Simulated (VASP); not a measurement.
# AgCl (Fm-3m) in VASP: a series of runs, part 2 of 2

VASP 6.6.1. The steps go on from the part before.

### Step 3. Single point, LDA (volume scaled by 1.01)

The input, INCAR:

```
SYSTEM = AgCl
ALGO = Normal
EDIFF = 1E-6
ENCUT = 520
ISIF = 2
ISMEAR = -1
LASPH = .True.
LCHARG = .False.
LREAL = .False.
LWAVE = .False.
NBANDS = 16
NELM = 80
PREC = Accurate
SIGMA = 0.02
```

The input, KPOINTS:

```
k-points
0
Gamma
  8 8 8
  0 0 0
```

The input, POSCAR:

```
AgCl
1.0
    0.0000000000      2.7823631906      2.7823631906
    2.7823631906      0.0000000000      2.7823631906
    2.7823631906      2.7823631906      0.0000000000
Ag Cl
1 1
Direct
    0.5000000000      0.5000000000      0.5000000000
    0.0000000000      0.0000000000      0.0000000000
```

Potentials or basis: VASP PAW LDA potentials, release 64 (Ag, Cl).

Started as:

```bash
$ cat potpaw_LDA.64/Ag/POTCAR potpaw_LDA.64/Cl/POTCAR > POTCAR
$ mpirun -np 1 vasp_std > vasp.out
```

OUTCAR:

```text
SYSTEM = AgCl
   EDIFF = 1E-6
   ENCUT = 520
   ISIF = 2
   ISMEAR = -1
   LASPH = .True.
   LREAL = .False.
   NELM = 80
   PREC = Accurate

 ion  position               nearest neighbor table
   1  0.500  0.500  0.500-   2 2.78   2 2.78   2 2.78   2 2.78   2 2.78   2 2.78
   2  0.000  0.000  0.000-   1 2.78   1 2.78   1 2.78   1 2.78   1 2.78   1 2.78

  LATTYP: Found a face centered cubic cell.
 ALAT       =     5.5647263812

  Lattice vectors:

 A1 = (   0.0000000000,   2.7823631906,   2.7823631906)
 A2 = (   2.7823631906,   0.0000000000,   2.7823631906)
 A3 = (   2.7823631906,   2.7823631906,   0.0000000000)

Analysis of symmetry for initial positions (statically):
[... 33 lines left out ...]
                                     Primitive cell

  volume of cell :      43.0796

  direct lattice vectors                    reciprocal lattice vectors
     0.000000000  2.782363191  2.782363191    -0.179703355  0.179703355  0.179703355
     2.782363191  0.000000000  2.782363191     0.179703355 -0.179703355  0.179703355
     2.782363191  2.782363191  0.000000000     0.179703355  0.179703355 -0.179703355

  length of vectors
     3.934855760  3.934855760  3.934855760     0.311255341  0.311255341  0.311255341

  position of ions in fractional coordinates (direct lattice)
     0.500000000  0.500000000  0.500000000
     0.000000000  0.000000000  0.000000000

  ion indices of the primitive-cell ions
   primitive index   ion index
                 1           1
                 2           2

----------------------------------------------------------------------------------------

 KPOINTS: k-points

Automatic generation of k-mesh.
 Grid dimensions read from file:
 generate k-points for:    8    8    8

 Generating k-lattice:

  Cartesian coordinates                     Fractional coordinates (reciprocal lattice)
    -0.022462919  0.022462919  0.022462919     0.125000000  0.000000000  0.000000000
     0.022462919 -0.022462919  0.022462919     0.000000000  0.125000000  0.000000000
[... 75 lines left out ...]
   IALGO  =     38    algorithm
   IMIX   =      4    mixing-type and parameters
     AMIX     =   0.40;   BMIX     =  1.00
     AMIX_MAG =   1.60;   BMIX_MAG =  1.00
  volume/ion in A,a.u.               =      21.54       145.36
  Fermi-wavevector in a.u.,A,eV,Ry     =   1.223888  2.312814 20.380208  1.497903
  Thomas-Fermi vector in A             =   2.358983
   LORBIT       =      0    0 simple, 1 ext, 2 COOP (PROOUT), +10 PAW based schemes
   GGA     = CA    functional components
   LHFCALC =     F    Hartree Fock is set to
   AEXX    =    0.0000 exact exchange contribution
   IVDW    =     0    specifies the selected vdW correction
   LEPSILON=     F    determine dielectric tensor
   LRPA    =     F    only Hartree local field effects (RPA)
 non-spin polarized calculation
  energy-cutoff  :      520.00
  volume of cell :       43.08
 maximum number of plane-waves:      1211
 NGX is ok and might be reduce to    30
   NGX = 15   NGY = 15   NGZ = 15

 number of electron      18.0000003 magnetization

 Free energy of the ion-electron system (eV)
  ---------------------------------------------------
  ext. energy  EPLUGINS =         0.00000000
  ---------------------------------------------------
  free energy    TOTEN  =        -6.69688425 eV

  energy without entropy =       -6.69688425  energy(sigma->0) =       -6.69688425

 E-fermi :   3.7970     XC(G=0): -10.3899

 val. band max:        3.4507182627   @ k =   0.5000   0.0000   0.0000
 cond. band min:       4.0944029335   @ k =   0.0000   0.0000   0.0000
 fundamental gap:      0.6436846708
 Fermi energy:         3.7970395786

 k-point     1 :       0.0000    0.0000    0.0000
  band No.  band energies     occupation
      1     -11.5293      2.00000
      2       0.9701      2.00000
      3       0.9701      2.00000
      4       0.9701      2.00000
      5       1.0076      2.00000
      6       1.0076      2.00000
[... 433 lines left out ...]
      3      -0.6214      2.00000
      4      -0.5735      2.00000
      5       1.2735      2.00000
      6       1.3429      2.00000
[... 8 lines left out ...]
     15      16.7749      0.00000
     16      18.2869      0.00000

 [... further k-points ...]

------------------------ aborting loop because EDIFF is reached ----------------------------------------

  FORCE on cell =-STRESS in cart. coord.  units (eV):
  Direction    XX          YY          ZZ          XY          YZ          ZX
  --------------------------------------------------------------------------------------
  -------------------------------------------------------------------------------------
  Total       -1.5991050     -1.5991050     -1.5991050      0.0000000      0.0000000     -0.0000000
  in kB      -59.4724888    -59.4724888    -59.4724888      0.0000000      0.0000000     -0.0000000
  external PRESSURE =     -59.4724888 kB  Pullay stress =       0.0000000 kB

 VOLUME and BASIS-vectors are now :
 -----------------------------------------------------------------------------
  energy-cutoff  :      520.00
  volume of cell :       43.08
      direct lattice vectors                 reciprocal lattice vectors
     0.000000000  2.782363191  2.782363191    -0.179703355  0.179703355  0.179703355
     2.782363191  0.000000000  2.782363191     0.179703355 -0.179703355  0.179703355
     2.782363191  2.782363191  0.000000000     0.179703355  0.179703355 -0.179703355

 POSITION                                       TOTAL-FORCE (eV/Angst)
 -----------------------------------------------------------------------------------
      2.78236      2.78236      2.78236        -0.000000     -0.000000     -0.000000
      0.00000      0.00000      0.00000         0.000000      0.000000      0.000000
 -----------------------------------------------------------------------------------
    total drift:                                0.000000      0.000000      0.000000

  FREE ENERGIE OF THE ION-ELECTRON SYSTEM (eV)
  ---------------------------------------------------
  free  energy   TOTEN  =        -6.6968842510 eV

  energy  without entropy=       -6.6968842501  energy(sigma->0) =       -6.69688425
```

OSZICAR:

```text
N       E                     dE             d eps       ncg     rms          rms(c)
DAV:   1     0.901718005634E+02    0.90172E+02   -0.84621E+03   936   0.101E+03
DAV:   2    -0.381371682011E+01   -0.93986E+02   -0.85621E+02  1176   0.214E+02
DAV:   3    -0.684711737797E+01   -0.30334E+01   -0.30249E+01  1176   0.392E+01
DAV:   4    -0.686173144464E+01   -0.14614E-01   -0.14613E-01  1152   0.315E+00
DAV:   5    -0.686189213780E+01   -0.16069E-03   -0.16069E-03  1184   0.328E-01    0.617E+00
DAV:   6    -0.670640280083E+01    0.15549E+00   -0.24429E-01  1224   0.664E+00    0.409E+00
DAV:   7    -0.669978346606E+01    0.66193E-02   -0.61164E-02  1128   0.166E+00    0.191E+00
DAV:   8    -0.669697722342E+01    0.28062E-02   -0.42746E-03  1072   0.585E-01    0.240E-01
DAV:   9    -0.669687457910E+01    0.10264E-03   -0.24136E-04  1240   0.234E-01    0.453E-02
DAV:  10    -0.669688431089E+01   -0.97318E-05   -0.29616E-05  1072   0.456E-02    0.153E-02
DAV:  11    -0.669688425103E+01    0.59853E-07   -0.26721E-07   800   0.484E-03
   1 F= -.66968843E+01 E0= -.66968843E+01  d E =-.961749E-09
```

Run time: 31 s. Hardware: 1 thread of Intel Xeon 8259CL, shared host; peak memory 0.16 GiB.

What came out:

```
Free energy            : -6.6969 eV
Pressure               : -5.9 GPa
Band gap on the k mesh : 0.64 eV, indirect (least direct gap 2.91 eV)
```

### Step 4. Single point, LDA (volume scaled by 1.04)

The input, INCAR:

```
PREC = Accurate ; ENCUT = 520
EDIFF = 1E-6 ; ISMEAR = -1
SIGMA = 0.02 ; LREAL = F
LASPH = T ; NELM = 100
ALGO = Normal ; ISIF = 2
LWAVE = F ; LCHARG = T
LELF = T ; LVHAR = T
NBANDS = 16
```

The input, KPOINTS:

```
regular mesh
0
Gamma
  8 8 8
```

The input, POSCAR:

```
AgCl
1.0
    0.0000000000      2.8096430007      2.8096430007
    2.8096430007      0.0000000000      2.8096430007
    2.8096430007      2.8096430007      0.0000000000
Ag Cl
1 1
Direct
    0.5000000000      0.5000000000      0.5000000000
    0.0000000000      0.0000000000      0.0000000000
```

Started as:

```bash
$ cat potpaw_LDA.64/Ag/POTCAR potpaw_LDA.64/Cl/POTCAR > POTCAR
$ mpirun -np 1 vasp_std > vasp.out
```

It took 32 s on 1 thread of Intel Xeon 8259CL, shared host; peak memory 0.16 GiB.

The run converged. Its results:

* Free energy: -6.6459 eV
* Pressure: -6.9 GPa
* Band gap on the k mesh: 0.65 eV, indirect (least direct gap 2.80 eV)

Levels at points of the mesh, in eV from the valence-band top:
| k point | band 7 | band 8 | band 9 | band 10 | band 11 | band 12 |
| --- | --- | --- | --- | --- | --- | --- |
| (0.00, 0.00, 0.00) | -2.14 | -2.14 | -2.14 | 0.65 | 10.75 | 10.75 |
| (0.50, 0.00, 0.00) | -1.72 | 0.00 | 0.00 | 4.06 | 6.13 | 7.51 |
| (0.50, 0.50, 0.00) | -1.91 | -1.91 | -1.85 | 2.18 | 7.89 | 8.25 |

 A k mesh can miss the band edges.

### Step 5. The runs side by side

```tsv
cell	gap on the mesh (eV)	pressure (GPa)
a = 3.948 Å, angles 60.0°, 2 atoms	0.65	-6.3
a = 3.935 Å, angles 60.0°, 2 atoms	0.64	-5.9
a = 3.973 Å, angles 60.0°, 2 atoms	0.65	-6.9
```

Alike in all rows: task single point; level LDA; potentials or basis VASP PAW LDA potentials, release 64 (Ag, Cl); no spin polarisation; k mesh 8 × 8 × 8; cutoff (eV) 520; smearing fermi-dirac 0.02 eV.

Total energies depend on the potentials used, so only differences within one code and one set of settings carry meaning.
